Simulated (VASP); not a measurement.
Set up this calculation in VASP 6.6.1, as the native input.

- Task: single point
- Functional: PBE
- Potentials or basis: VASP PAW PBE potentials, release 64 (Li_sv, Cl)
- Cutoff: 520 eV
- k mesh: 8 × 8 × 8
- Occupations: gaussian, width 0.02 eV
- Spin: no spin polarisation
- Dipole correction: no
- Further INCAR settings: ALGO = Normal; EDIFF = 1e-06; NBANDS = 12

The structure of LiCl lies in POSCAR:

```
LiCl
1.0
    0.0000000000      2.5751358802      2.5751358802
    2.5751358802      0.0000000000      2.5751358802
    2.5751358802      2.5751358802      0.0000000000
Li Cl
1 1
Direct
    0.0000000000      0.0000000000      0.0000000000
    0.5000000000      0.5000000000      0.5000000000
```

These files were run (other wordings do the same):

INCAR

```
  PREC = Accurate
  ENCUT = 520
  EDIFF = 1E-6
  ISMEAR = 0
  SIGMA = 0.02
  LREAL = False
  LASPH = True
  NELM = 100
  ALGO = Normal
  ISIF = 2
  LWAVE = False
  LCHARG = False
  GGA = PE
  NBANDS = 12
```

KPOINTS

```
Automatic mesh
0
Gamma
  8 8 8
```

Potentials or basis: VASP PAW PBE potentials, release 64 (Li_sv, Cl).

Launch:

```console
$ cat potpaw_PBE.64/Li_sv/POTCAR potpaw_PBE.64/Cl/POTCAR > POTCAR
$ mpirun -np 1 vasp_std > vasp.out
```

Results of the run:

```
Band gap on the k mesh : 6.27 eV, direct
```

Wall time 11 s on 1 thread of Intel(R) Xeon(R) Platinum 8488C (Sapphire Rapids), on a shared host, peak memory 0.15 GiB.
